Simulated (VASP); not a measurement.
# CdS (Fm-3m) in VASP: notebook, part 2 of 3

VASP 6.6.1. Earlier steps stand in the parts before.

## 3. Single point, PBEsol

This run uses another cell than the first one, of 21.29 Å³/atom, 1.041 times its volume.

Input file INCAR:

```
SYSTEM = CdS
  PREC = Accurate
  ENCUT = 500
  EDIFF = 1E-6
  ISMEAR = 0
  SIGMA = 0.01
  LREAL = .FALSE.
  LASPH = .TRUE.
  NELM = 120
  ALGO = Normal
  ISIF = 2
  LWAVE = .FALSE.
  LCHARG = .FALSE.
  GGA = PS
  NBANDS = 16
  GGA_COMPAT = .FALSE.
```

Input file KPOINTS:

```
regular mesh
0
G
  6 6 6
  0 0 0
```

Input file POSCAR:

```
CdS
1.0
    0.0000000000      2.7714779354      2.7714779354
    2.7714779354      0.0000000000      2.7714779354
    2.7714779354      2.7714779354      0.0000000000
Cd S
1 1
Direct
    0.0000000000      0.0000000000      0.0000000000
    0.5000000000      0.5000000000      0.5000000000
```

Potentials or basis: VASP PAW PBE potentials, release 64 (Cd, S).

The run is started by

```sh
$ cat potpaw_PBE.64/Cd/POTCAR potpaw_PBE.64/S/POTCAR > POTCAR
$ mpirun -np 1 vasp_std > vasp.out
```

OUTCAR:

```text
SYSTEM = CdS
   PREC = Accurate
   ENCUT = 500
   EDIFF = 1E-6
   ISMEAR = 0
   LREAL = .FALSE.
   LASPH = .TRUE.
   NELM = 120
   ISIF = 2
   GGA = PS

 ion  position               nearest neighbor table
   1  0.000  0.000  0.000-   2 2.77   2 2.77   2 2.77   2 2.77   2 2.77   2 2.77
   2  0.500  0.500  0.500-   1 2.77   1 2.77   1 2.77   1 2.77   1 2.77   1 2.77

  LATTYP: Found a face centered cubic cell.
 ALAT       =     5.5429558708

  Lattice vectors:

 A1 = (   0.0000000000,   2.7714779354,   2.7714779354)
 A2 = (   2.7714779354,   0.0000000000,   2.7714779354)
 A3 = (   2.7714779354,   2.7714779354,   0.0000000000)

Analysis of symmetry for initial positions (statically):
=====================================================================
 Subroutine PRICEL returns:
 Original cell was already a primitive cell.

 Routine SETGRP: Setting up the symmetry group for a
 face centered cubic supercell.

 Subroutine GETGRP returns: Found 48 space group operations
 (whereof 48 operations were pure point group operations)
 out of a pool of 48 trial point group operations.

The static configuration has the point symmetry O_h .

Analysis of symmetry for dynamics (positions and initial velocities):
=====================================================================
 Subroutine PRICEL returns:
 Original cell was already a primitive cell.

 Routine SETGRP: Setting up the symmetry group for a
 face centered cubic supercell.

 Subroutine GETGRP returns: Found 48 space group operations
 (whereof 48 operations were pure point group operations)
 out of a pool of 48 trial point group operations.

The dynamic configuration has the point symmetry O_h .

 Subroutine INISYM returns: Found 48 space group operations
 (whereof 48 operations are pure point group operations),
 and found     1 'primitive' translations

----------------------------------------------------------------------------------------

                                     Primitive cell

  volume of cell :      42.5759

  direct lattice vectors                    reciprocal lattice vectors
     0.000000000  2.771477935  2.771477935    -0.180409158  0.180409158  0.180409158
     2.771477935  0.000000000  2.771477935     0.180409158 -0.180409158  0.180409158
     2.771477935  2.771477935  0.000000000     0.180409158  0.180409158 -0.180409158

  length of vectors
     3.919461684  3.919461684  3.919461684     0.312477827  0.312477827  0.312477827

  position of ions in fractional coordinates (direct lattice)
     0.000000000  0.000000000  0.000000000
     0.500000000  0.500000000  0.500000000

  ion indices of the primitive-cell ions
   primitive index   ion index
                 1           1
                 2           2

----------------------------------------------------------------------------------------

 KPOINTS: regular mesh

Automatic generation of k-mesh.
 Grid dimensions read from file:
 generate k-points for:    6    6    6

 Generating k-lattice:

  Cartesian coordinates                     Fractional coordinates (reciprocal lattice)
    -0.030068193  0.030068193  0.030068193     0.166666667  0.000000000  0.000000000
     0.030068193 -0.030068193  0.030068193     0.000000000  0.166666667  0.000000000
     0.030068193  0.030068193 -0.030068193     0.000000000  0.000000000  0.166666667

  Length of vectors
     0.052079638  0.052079638  0.052079638

  Shift w.r.t. Gamma in fractional coordinates (k-lattice)
     0.000000000  0.000000000  0.000000000

 Subroutine IBZKPT returns following result:
 ===========================================

 Found     16 irreducible k-points:

 Following reciprocal coordinates:
            Coordinates               Weight
  0.000000  0.000000  0.000000      1.000000
  0.166667  0.000000  0.000000      8.000000
  0.333333  0.000000  0.000000      8.000000
  0.500000  0.000000  0.000000      4.000000
  0.166667  0.166667  0.000000      6.000000
  0.333333  0.166667  0.000000     24.000000
[... 8 lines left out ...]
 -0.333333  0.333333  0.166667     24.000000
 -0.333333  0.500000  0.166667     12.000000
   k-points           NKPTS =     16   k-points in BZ     NKDIM =     16   number of bands    NBANDS=     16
   number of dos      NEDOS =    301   number of ions     NIONS =      2
   total plane-waves  NPLWV =  27000
   dimension x,y,z NGX =    30 NGY =   30 NGZ =   30
   dimension x,y,z NGXF=    60 NGYF=   60 NGZF=   60
   ions per type =               1   1
   NGX,Y,Z   is equivalent  to a cutoff of  12.72, 12.72, 12.72 a.u.
   NGXF,Y,Z  is equivalent  to a cutoff of  25.45, 25.45, 25.45 a.u.
 SYSTEM =  CdS
   PREC   = accura    normal or accurate (medium, high low for compatibility)
   ISTART =      0    job   : 0-new  1-cont  2-samecut
   ICHARG =      2    charge: 1-file 2-atom 10-const
   ISPIN  =      1    spin polarized calculation?
   LNONCOLLINEAR =      F non collinear calculations
   LSORBIT =      F    spin-orbit coupling
   LASPH  =      T    aspherical Exc in radial PAW
   ENCUT  =  500.0 eV  36.75 Ry    6.06 a.u.   7.15  7.15  7.15*2*pi/ulx,y,z
   NELM   =    120;   NELMIN=  2; NELMDL= -5     # of ELM steps
   EDIFF  = 0.1E-05   stopping-criterion for ELM
   LREAL  =      F    real-space projection
   EDIFFG = 0.1E-04   stopping-criterion for IOM
   NSW    =      0    number of steps for IOM
   IBRION =     -1    ionic relax: 0-MD 1-quasi-New 2-CG
   NFREE  =      0    steps in history (QN), initial steepest desc. (CG)
   ISIF   =      2    stress and relaxation
   ISYM   =      2    0-nonsym 1-usesym 2-fastsym
   POTIM  = 0.5000    time-step for ionic-motion
   TEBEG  =    0.0;   TEEND  =   0.0 temperature during run
   PSTRESS=    0.0 pullay stress
   NELECT =      18.0000    total number of electrons
   NUPDOWN=      -1.0000    fix difference up-down
   EMIN   =  10.00;   EMAX   =-10.00  energy-range for DOS
   EFERMI =   0.00;   METHOD = LEGACY
   ISMEAR =     0;   SIGMA  =   0.01  broadening in eV -4-tet -1-fermi 0-gaus
   EFERMI_NEDOS =   21; number of points for ismear=-14 and -15
   IALGO  =     38    algorithm
   IMIX   =      4    mixing-type and parameters
     AMIX     =   0.40;   BMIX     =  1.00
     AMIX_MAG =   1.60;   BMIX_MAG =  1.00
  volume/ion in A,a.u.               =      21.29       143.66
  Fermi-wavevector in a.u.,A,eV,Ry     =   1.228695  2.321898 20.540613  1.509692
  Thomas-Fermi vector in A             =   2.363611
   LORBIT       =      0    0 simple, 1 ext, 2 COOP (PROOUT), +10 PAW based schemes
   GGA     = PS    functional components
   LHFCALC =     F    Hartree Fock is set to
   AEXX    =    0.0000 exact exchange contribution
   IVDW    =     0    specifies the selected vdW correction
   LEPSILON=     F    determine dielectric tensor
   LRPA    =     F    only Hartree local field effects (RPA)
 non-spin polarized calculation
 Gauss-broadening in eV      SIGMA  =   0.01
  energy-cutoff  :      500.00
  volume of cell :       42.58
 maximum number of plane-waves:      1106
 NGX is ok and might be reduce to    30
   NGX = 15   NGY = 15   NGZ = 15

 number of electron      18.0000003 magnetization

 Free energy of the ion-electron system (eV)
  ---------------------------------------------------
  ext. energy  EPLUGINS =         0.00000000
  ---------------------------------------------------
  free energy    TOTEN  =        -6.58797559 eV

  energy without entropy =       -6.58797559  energy(sigma->0) =       -6.58797559

 E-fermi :   2.4961     XC(G=0): -10.4108

 val. band max:        2.4325971099   @ k =   0.5000   0.0000   0.0000
 cond. band min:       2.5587619090   @ k =   0.5000   0.5000   0.0000
 fundamental gap:      0.1261647991
 Fermi energy:         2.4961078127

 k-point     1 :       0.0000    0.0000    0.0000
  band No.  band energies     occupation
      1     -10.1167      2.00000
      2      -5.0938      2.00000
      3      -5.0938      2.00000
      4      -5.0925      2.00000
      5      -5.0925      2.00000
      6      -5.0925      2.00000
[... 8 lines left out ...]
     15      13.4747      0.00000
     16      13.5228      0.00000
[... 267 lines left out ...]
 k-point    16 :      -0.3333    0.5000    0.1667
  band No.  band energies     occupation
      1      -9.1596      2.00000
      2      -5.1705      2.00000
      3      -5.1510      2.00000
      4      -4.9818      2.00000
      5      -4.8439      2.00000
      6      -4.3678      2.00000
[... 8 lines left out ...]
     15      15.9525      0.00000
     16      17.0077      0.00000

------------------------ aborting loop because EDIFF is reached ----------------------------------------

  FORCE on cell =-STRESS in cart. coord.  units (eV):
  Direction    XX          YY          ZZ          XY          YZ          ZX
  --------------------------------------------------------------------------------------
  -------------------------------------------------------------------------------------
  Total       -1.3721367     -1.3721367     -1.3721367      0.0000000      0.0000000     -0.0000000
  in kB      -51.6349415    -51.6349415    -51.6349415      0.0000000      0.0000000     -0.0000000
  external PRESSURE =     -51.6349415 kB  Pullay stress =       0.0000000 kB

 VOLUME and BASIS-vectors are now :
 -----------------------------------------------------------------------------
  energy-cutoff  :      500.00
  volume of cell :       42.58
      direct lattice vectors                 reciprocal lattice vectors
     0.000000000  2.771477935  2.771477935    -0.180409158  0.180409158  0.180409158
     2.771477935  0.000000000  2.771477935     0.180409158 -0.180409158  0.180409158
     2.771477935  2.771477935  0.000000000     0.180409158  0.180409158 -0.180409158

 POSITION                                       TOTAL-FORCE (eV/Angst)
 -----------------------------------------------------------------------------------
      0.00000      0.00000      0.00000         0.000000     -0.000000      0.000000
      2.77148      2.77148      2.77148        -0.000000      0.000000     -0.000000
 -----------------------------------------------------------------------------------
    total drift:                               -0.000000      0.000000      0.000000

  FREE ENERGIE OF THE ION-ELECTRON SYSTEM (eV)
  ---------------------------------------------------
  free  energy   TOTEN  =        -6.5879755855 eV

  energy  without entropy=       -6.5879755855  energy(sigma->0) =       -6.58797559
```

OSZICAR:

```text
N       E                     dE             d eps       ncg     rms          rms(c)
DAV:   1     0.104623964945E+03    0.10462E+03   -0.91554E+03   520   0.103E+03
DAV:   2    -0.340251347558E+01   -0.10803E+03   -0.10066E+03   616   0.249E+02
DAV:   3    -0.711235119713E+01   -0.37098E+01   -0.37028E+01   656   0.483E+01
DAV:   4    -0.713005074754E+01   -0.17700E-01   -0.17699E-01   608   0.329E+00
DAV:   5    -0.713022295560E+01   -0.17221E-03   -0.17221E-03   664   0.313E-01    0.654E+00
DAV:   6    -0.661595591544E+01    0.51427E+00   -0.84840E-01   688   0.118E+01    0.564E+00
DAV:   7    -0.659201777002E+01    0.23938E-01   -0.13215E-01   624   0.270E+00    0.292E+00
DAV:   8    -0.658820755900E+01    0.38102E-02   -0.15214E-02   552   0.149E+00    0.205E-01
DAV:   9    -0.658795359619E+01    0.25396E-03   -0.13683E-03   648   0.511E-01    0.473E-02
DAV:  10    -0.658796398364E+01   -0.10387E-04   -0.15127E-04   600   0.143E-01    0.492E-02
DAV:  11    -0.658797787368E+01   -0.13890E-04   -0.24444E-05   640   0.489E-02    0.143E-02
DAV:  12    -0.658797555730E+01    0.23164E-05   -0.58210E-06   656   0.257E-02    0.467E-03
DAV:  13    -0.658797558546E+01   -0.28168E-07   -0.54903E-07   320   0.516E-03
   1 F= -.65879756E+01 E0= -.65879756E+01  d E =-.133524E-20
```

It took 26 s on 1 thread of Intel Xeon 8259CL, shared host; peak memory 0.17 GiB.

What came out:

```yaml
Free_energy: -6.5880 eV
Pressure: -5.2 GPa
Band_gap_on_the_k_mesh: 0.13 eV, indirect (least direct gap 1.29 eV)
```

Caveat: the PAW data sets were made with another functional, which shifts forces and pressure a little. A k mesh can miss the band edges.

## 4. Single point, PBEsol

This run uses another cell than the first one, of 21.71 Å³/atom, 1.061 times its volume.

Input file INCAR:

```
PREC     = Accurate       # precision mode
ENCUT    = 500            # plane-wave cutoff, eV
EDIFF    = 1E-6           # SCF threshold, eV
ISMEAR   = 0              # smearing method
SIGMA    = 0.01           # smearing width, eV
LREAL    = False          # projectors in reciprocal space
LASPH    = True           # aspherical terms in the spheres
NELM     = 120            # most SCF steps
ALGO     = Normal         # electronic algorithm
ISIF     = 2              # what is computed and relaxed
LWAVE    = False          # write WAVECAR
LCHARG   = True           # write CHGCAR
GGA      = PS             # functional
LELF     = True           # ELF
LVHAR    = True         
NBANDS   = 16             # bands
GGA_COMPAT= False
```

Input file KPOINTS:

```
Automatic mesh
0
Gamma
  6 6 6
```

Input file POSCAR:

```
CdS
1.0
    0.0000000000      2.7894750496      2.7894750496
    2.7894750496      0.0000000000      2.7894750496
    2.7894750496      2.7894750496      0.0000000000
Cd S
1 1
Direct
    0.0000000000      0.0000000000      0.0000000000
    0.5000000000      0.5000000000      0.5000000000
```

The run is started by

```sh
$ cat potpaw_PBE.64/Cd/POTCAR potpaw_PBE.64/S/POTCAR > POTCAR
$ mpirun -np 1 vasp_std > vasp.out
```

It took 26 s on 1 thread of Intel Xeon 8259CL, shared host; peak memory 0.17 GiB.

Results (log left out):

```
Free energy            : -6.5584 eV
Pressure               : -6.2 GPa
Band gap on the k mesh : 0.13 eV, indirect (least direct gap 1.17 eV)
```

Levels at points of the mesh, in eV from the valence-band top:
| k point | band 6 | band 7 | band 8 | band 9 | band 10 | band 11 | band 12 | band 13 |
| --- | --- | --- | --- | --- | --- | --- | --- | --- |
| (0.00, 0.00, 0.00) | -7.49 | -0.63 | -0.63 | -0.63 | 0.54 | 9.13 | 9.13 | 9.13 |
| (0.50, 0.00, 0.00) | -7.31 | -4.64 | 0.00 | 0.00 | 3.39 | 5.82 | 5.82 | 6.27 |
| (0.50, 0.50, 0.00) | -6.68 | -3.93 | -1.94 | -1.94 | 0.13 | 5.98 | 9.35 | 10.71 |

Caveat: the PAW data sets were made with another functional, which shifts forces and pressure a little. A k mesh can miss the band edges.

[end of part 2 of 3]
